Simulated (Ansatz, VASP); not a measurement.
Ti3Al3Cu2 in VASP and in Ansatz

INCAR

```
SYSTEM = Ti3Al3Cu2
PREC = Accurate
ENCUT = 600
EDIFF = 1E-6
ISMEAR = 0
SIGMA = 0.1
LREAL = .FALSE.
LASPH = .TRUE.
NELM = 60
ALGO = Fast
ISIF = 3
LWAVE = .FALSE.
LCHARG = .FALSE.
GGA = PE
IBRION = 2
NSW = 60
EDIFFG = -0.01
```

File KPOINTS:

```
Automatic mesh
0
G
  12 12 2
  0 0 0
```

Contents of POSCAR:

```
Ti3Al3Cu2
1.0
    2.8614750704      0.0000000000      0.0000000000
    0.0000000000      2.8614750704      0.0000000000
    0.0000000000      0.0000000000     14.6958054111
Ti Al Cu
3 3 2
Direct
    0.0000000000      0.0000000000      0.5000000000
    0.5000000000      0.5000000000      0.8647386399
    0.5000000000      0.5000000000      0.1352613601
    0.0000000000      0.0000000000      0.2702969017
    0.0000000000      0.0000000000      0.7297030983
    0.0000000000      0.0000000000      0.0000000000
    0.5000000000      0.5000000000      0.6226563071
    0.5000000000      0.5000000000      0.3773436929
```

Input for Ansatz:

```yaml
crystal:
  lattice:
    - [2.8614750704, 0.0, 0.0]
    - [0.0, 2.8614750704, 0.0]
    - [0.0, 0.0, 14.6958054111]
  atoms:
    - { symbol: Ti, position: [0.0, 0.0, 0.5] }
    - { symbol: Ti, position: [0.5, 0.5, 0.8647386399] }
    - { symbol: Ti, position: [0.5, 0.5, 0.1352613601] }
    - { symbol: Al, position: [0.0, 0.0, 0.2702969017] }
    - { symbol: Al, position: [0.0, 0.0, 0.7297030983] }
    - { symbol: Al, position: [0.0, 0.0, 0.0] }
    - { symbol: Cu, position: [0.5, 0.5, 0.6226563071] }
    - { symbol: Cu, position: [0.5, 0.5, 0.3773436929] }
basis:
  ecutwfc: 420
kpoints:
  mp_grid: { grid: [12, 12, 2] }
hamiltonian:
  xc: pbe
scf:
  occupations: { method: gaussian, width: 0.1 }
output:
  forces: true
  stress: true
  eigenvalues: true
  write_density: true
  write_potential: true
  elf: true
  volumetric_format: npy
relax:
  adjacent_minimum: "off"
  f_tol: 0.01
  max_steps: 40
  cell: { stress_tol: 0.05 }
```

Alike in both runs: task relaxation of cell and atoms; functional PBE; k mesh 12 × 12 × 2; occupations gaussian, width 0.1 eV; no spin polarisation.

```csv
,VASP,Ansatz
version,VASP 6.6.1,Ansatz 0.2.0
potentials or method,"VASP PAW PBE potentials, release 64 (Ti_sv, Al, Cu), cutoff 600 eV","scalar-relativistic, plane waves, PAW"
valence electrons in the cell,67,83
```

VASP gave:

| Quantity | Value |
| --- | --- |
| gap on the k mesh at the Fermi level, each at its own relaxed structure (eV) | none |
| relaxed volume (Å³/atom) | 15.02 |
| relaxed length of the cell vector where the two differ most in proportion (Å) | 14.711 |

Task: What did Ansatz give for the same quantities?

Result: gap on the k mesh at the Fermi level, each at its own relaxed structure (eV): none; relaxed volume (Å³/atom): 15.01; relaxed length of the cell vector where the two differ most in proportion (Å): 14.708.

A gap of «none» marks a metal or a gap that the smearing closes. VASP's potentials hold 67 valence electrons a cell and Ansatz's 83, so a difference there can come from the potentials and not from the codes.
